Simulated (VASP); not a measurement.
# SnSe (Fm-3m) in VASP: notebook, part 3 of 3

VASP 6.6.1. The steps go on from the part before.

## 4. Vibrations by perturbation theory, PBEsol

Contents of INCAR:

```
SYSTEM = SnSe
PREC = Accurate ; ENCUT = 520
EDIFF = 1E-8 ; ISMEAR = -1
SIGMA = 0.05 ; LREAL = .False.
LASPH = .True. ; NELM = 100
ALGO = Normal ; ISIF = 2
LWAVE = .False. ; LCHARG = .True.
GGA = PS ; IBRION = 8
NSW = 1
```

Contents of KPOINTS:

```
regular mesh
0
Gamma
  6 6 6
  0 0 0
```

Contents of POSCAR:

```
SnSe
1.0
    0.0000000000      3.0100000000      3.0100000000
    3.0100000000      0.0000000000      3.0100000000
    3.0100000000      3.0100000000      0.0000000000
Sn Se
1 1
Direct
    0.0000000000      0.0000000000      0.0000000000
    0.5000000000      0.5000000000      0.5000000000
```

Potentials or basis: VASP PAW PBE potentials, release 64 (Sn_d, Se).

The run is started by

```sh
$ cat potpaw_PBE.64/Sn_d/POTCAR potpaw_PBE.64/Se/POTCAR > POTCAR
$ mpirun -np 1 vasp_std > vasp.out
```

OUTCAR:

```text
SYSTEM = SnSe
   PREC = Accurate
   ENCUT = 520
   EDIFF = 1E-8
   ISMEAR = -1
   LREAL = .False.
   LASPH = .True.
   NELM = 100
   ISIF = 2
   GGA = PS
   IBRION = 8
   NSW = 1

 ion  position               nearest neighbor table
   1  0.000  0.000  0.000-   2 3.01   2 3.01   2 3.01   2 3.01   2 3.01   2 3.01
   2  0.500  0.500  0.500-   1 3.01   1 3.01   1 3.01   1 3.01   1 3.01   1 3.01

  LATTYP: Found a face centered cubic cell.
 ALAT       =     6.0200000000

  Lattice vectors:

 A1 = (   0.0000000000,   3.0100000000,   3.0100000000)
 A2 = (   3.0100000000,   0.0000000000,   3.0100000000)
 A3 = (   3.0100000000,   3.0100000000,   0.0000000000)

Analysis of symmetry for initial positions (statically):
=====================================================================
 Subroutine PRICEL returns:
 Original cell was already a primitive cell.

 Routine SETGRP: Setting up the symmetry group for a
 face centered cubic supercell.

 Subroutine GETGRP returns: Found 48 space group operations
[... 9 lines left out ...]

 Routine SETGRP: Setting up the symmetry group for a
 face centered cubic supercell.

 Subroutine GETGRP returns: Found 48 space group operations
[... 11 lines left out ...]
                                     Primitive cell

  volume of cell :      54.5418

  direct lattice vectors                    reciprocal lattice vectors
     0.000000000  3.010000000  3.010000000    -0.166112957  0.166112957  0.166112957
     3.010000000  0.000000000  3.010000000     0.166112957 -0.166112957  0.166112957
     3.010000000  3.010000000  0.000000000     0.166112957  0.166112957 -0.166112957

  length of vectors
     4.256782823  4.256782823  4.256782823     0.287716081  0.287716081  0.287716081

  position of ions in fractional coordinates (direct lattice)
     0.000000000  0.000000000  0.000000000
     0.500000000  0.500000000  0.500000000

  ion indices of the primitive-cell ions
   primitive index   ion index
                 1           1
                 2           2

----------------------------------------------------------------------------------------

 KPOINTS: regular mesh

Automatic generation of k-mesh.
 Grid dimensions read from file:
 generate k-points for:    6    6    6

 Generating k-lattice:

  Cartesian coordinates                     Fractional coordinates (reciprocal lattice)
    -0.027685493  0.027685493  0.027685493     0.166666667  0.000000000  0.000000000
     0.027685493 -0.027685493  0.027685493     0.000000000  0.166666667  0.000000000
     0.027685493  0.027685493 -0.027685493     0.000000000  0.000000000  0.166666667

  Length of vectors
     0.047952680  0.047952680  0.047952680

  Shift w.r.t. Gamma in fractional coordinates (k-lattice)
     0.000000000  0.000000000  0.000000000

 Subroutine IBZKPT returns following result:
[... 105 lines left out ...]
      8       3.2459      2.00000
      9       3.2459      2.00000
     10       3.2459      2.00000
     11       9.7230      0.00000
     12       9.7230      0.00000
     13       9.7230      0.00000
     14      11.2411      0.00000
[... 243 lines left out ...]
      3     -16.0478      2.00000
      4     -16.0396      2.00000
      5     -16.0332      2.00000
      6      -7.2151      2.00000
      7      -1.3327      2.00000
      8       0.2921      2.00000
      9       1.1854      2.00000
     10       3.6659      2.00000
     11       8.0367      0.00000
     12       9.3662      0.00000
     13      10.7718      0.00000
     14      11.5046      0.00000

------------------------ aborting loop because EDIFF is reached ----------------------------------------

  FORCE on cell =-STRESS in cart. coord.  units (eV):
  Direction    XX          YY          ZZ          XY          YZ          ZX
  --------------------------------------------------------------------------------------
  -------------------------------------------------------------------------------------
  Total       -0.7631443     -0.7631443     -0.7631443      0.0000000     -0.0000000      0.0000000
  in kB      -22.4175296    -22.4175296    -22.4175296      0.0000000     -0.0000000      0.0000000
  external PRESSURE =     -22.4175296 kB  Pullay stress =       0.0000000 kB

 VOLUME and BASIS-vectors are now :
 -----------------------------------------------------------------------------
  energy-cutoff  :      520.00
  volume of cell :       54.54
      direct lattice vectors                 reciprocal lattice vectors
     0.000000000  3.010000000  3.010000000    -0.166112957  0.166112957  0.166112957
     3.010000000  0.000000000  3.010000000     0.166112957 -0.166112957  0.166112957
     3.010000000  3.010000000  0.000000000     0.166112957  0.166112957 -0.166112957

 POSITION                                       TOTAL-FORCE (eV/Angst)
 -----------------------------------------------------------------------------------
      0.00000      0.00000      0.00000        -0.000000      0.000000      0.000000
      3.01000      3.01000      3.01000         0.000000     -0.000000     -0.000000
 -----------------------------------------------------------------------------------
    total drift:                                0.000000     -0.000000     -0.000000

  FREE ENERGIE OF THE ION-ELECTRON SYSTEM (eV)
  ---------------------------------------------------
  free  energy   TOTEN  =        -8.9927017835 eV

  energy  without entropy=       -8.9926578647  energy(sigma->0) =       -8.99267982

[... ionic steps 2 to 3 ...]

--------------------------------------- Ionic step        4  -------------------------------------------

------------------------ aborting loop because EDIFF is reached ----------------------------------------

[... ionic steps 5 to 6 ...]

--------------------------------------- Ionic step        7  -------------------------------------------

 Free energy of the ion-electron system (eV)
  ---------------------------------------------------
  ---------------------------------------------------
  free energy    TOTEN  =        -0.08337290 eV

  energy without entropy =       -0.08337290

------------------------ aborting loop because EDIFF is reached ----------------------------------------

 INTERNAL STRAIN TENSOR  FOR ION    2  DIRECTION 1   (eV/Angst):
 -----------------------------------------------------------------------------
     0.00009  0.00000  0.00000
     0.00000  0.00448 -0.00000
    -0.00000 -0.00000  0.00448

 INTERNAL STRAIN TENSOR FOR ION    2 for displacements in x,y,z  (eV/Angst):
          X           Y           Z          XY          YZ          ZX
  --------------------------------------------------------------------------------
  x     0.00000     0.00000     0.00000     0.00000     0.00000     0.00000
  y     0.00000     0.00000     0.00000     0.00000     0.00000     0.00000
  z     0.00000     0.00000     0.00000     0.00000     0.00000     0.00000

 SECOND DERIVATIVES (NOT SYMMETRIZED)
 ------------------------------------
               1X          1Y          1Z          2X          2Y          2Z
  1X     0.008371    0.000000    0.000000   -0.008371    0.000000    0.000000
  1Y     0.000000    0.008371    0.000000    0.000000   -0.008371    0.000000
  1Z     0.000000    0.000000    0.008371    0.000000    0.000000   -0.008371
  2X    -0.029975    0.000000    0.000000    0.029975    0.000000    0.000000
  2Y     0.000000   -0.029975    0.000000    0.000000    0.029975    0.000000
  2Z     0.000000    0.000000   -0.029975    0.000000    0.000000    0.029975

 Eigenvectors and eigenvalues of the dynamical matrix
 ----------------------------------------------------

   1 f  =    0.079926 THz     0.502190 2PiTHz    2.666042 cm-1     0.330547 meV
             X         Y         Z           dx          dy          dz
      0.000000  0.000000  0.000000    -0.037881   -0.550104    0.709631
      3.010000  3.010000  3.010000    -0.018488   -0.268481    0.346339
[... 21 lines left out ...]
   6 f/i=    0.341178 THz     2.143685 2PiTHz   11.380474 cm-1     1.410998 meV
             X         Y         Z           dx          dy          dz
      0.000000  0.000000  0.000000     0.000000    0.000000   -0.438606
      3.010000  3.010000  3.010000     0.000000    0.000000    0.898680

--------------------------------------------------------------------------------------------------------

 ELASTIC MODULI CONTR FROM IONIC RELAXATION (kBar)
 Direction    XX          YY          ZZ          XY          YZ          ZX
 --------------------------------------------------------------------------------
 XX           0.0000      0.0000      0.0000      0.0000      0.0000      0.0000
 YY           0.0000      0.0000      0.0000      0.0000      0.0000      0.0000
 ZZ           0.0000      0.0000      0.0000      0.0000      0.0000      0.0000
 XY           0.0000      0.0000      0.0000      0.0000      0.0000      0.0000
 YZ           0.0000      0.0000      0.0000      0.0000      0.0000      0.0000
 ZX           0.0000      0.0000      0.0000      0.0000      0.0000      0.0000
 --------------------------------------------------------------------------------
```

stdout:

```text
POSCAR found type information on POSCAR SnSe
 POSCAR found :  2 types and       2 ions
 scaLAPACK will be used
 -----------------------------------------------------------------------------
|                                                                             |
|                                                                             |
|     You enforced a specific xc type in the INCAR file but a different       |
|     I HOPE YOU KNOW WHAT YOU ARE DOING!                                     |
|                                                                             |
 -----------------------------------------------------------------------------

 LDA part: xc-table for (Slater+PW92), standard interpolation
 POSCAR, INCAR and KPOINTS ok, starting setup
 FFT: planning ... GRIDC
 FFT: planning ... GRID_SOFT
 FFT: planning ... GRID
 WAVECAR not read
 entering main loop
 Linear response reoptimize wavefunctions to high precision
 Linear response DOF=           2
 Linear response progress:
 first order change of Fermi-energy   0.66977E-04
 force on displaced ion       1 direction 1 :   0.008   0.000   0.000
 Linear response progress:
 first order change of Fermi-energy   0.26650E-03
 force on displaced ion       2 direction 1 :   0.030   0.000   0.000
 Linear response finished
```

It took 60 s on 1 thread of Intel Xeon Platinum 8488C (Sapphire Rapids), shared host; peak memory 0.24 GiB.

What came out:

```yaml
Highest_phonon_frequency_at_Γ_LO-TO_splitting_left_out: 3 cm⁻¹
```

Phonon frequencies in cm⁻¹ (negative: imaginary):
```csv
q point,frequencies
"(0.000, 0.000, 0.000)",-11 -11 -11 3 3 3
```

Caveat: the cell wasn't relaxed at this level first, which shifts response properties; some modes are imaginary; the PAW data sets were made with another functional, which shifts forces and pressure a little; spin-orbit coupling is left out, which moves the levels of the heavy elements.
